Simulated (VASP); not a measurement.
## Al: single point with PBEsol

The system is Al.

```
CELL_PARAMETERS angstrom
-1.60645 1.60645 1.60645
1.60645 -1.60645 1.60645
1.60645 1.60645 -1.60645
ATOMIC_POSITIONS crystal
Al 0.00000 0.00000 0.00000
```

This isn't the form of Al at room conditions, which is fcc.

| Property | Result |
| --- | --- |
| Program | VASP 6.6.1 |
| Task | single point |
| Functional | PBEsol |
| Potentials or basis | VASP PAW PBE potentials, release 64 (Al) |
| Cutoff | 500 eV |
| k mesh | 9 × 9 × 9 |
| Occupations | fermi-dirac, width 0.1 eV |
| Spin | no spin polarisation |
| Dipole correction | no |
| Further INCAR settings | ALGO = Normal; EDIFF = 1e-06; NBANDS = 8 |

- Pressure: 0.1 GPa
- Band gap on the k mesh: zero (an odd number of electrons rules out a gap without spin polarisation)

Levels at points of the mesh, in eV from the Fermi level:
| k point | band 1 | band 2 | band 3 | band 4 |
| --- | --- | --- | --- | --- |
| (0.00, 0.00, 0.00) | -11.13 | 13.17 | 13.17 | 13.17 |

Wall time 1.7 s on 1 thread of Intel(R) Xeon(R) 6975P-C (Granite Rapids), on a shared host, peak memory 0.11 GiB.

Caveat: the PAW data sets were made with another functional, which shifts forces and pressure a little.
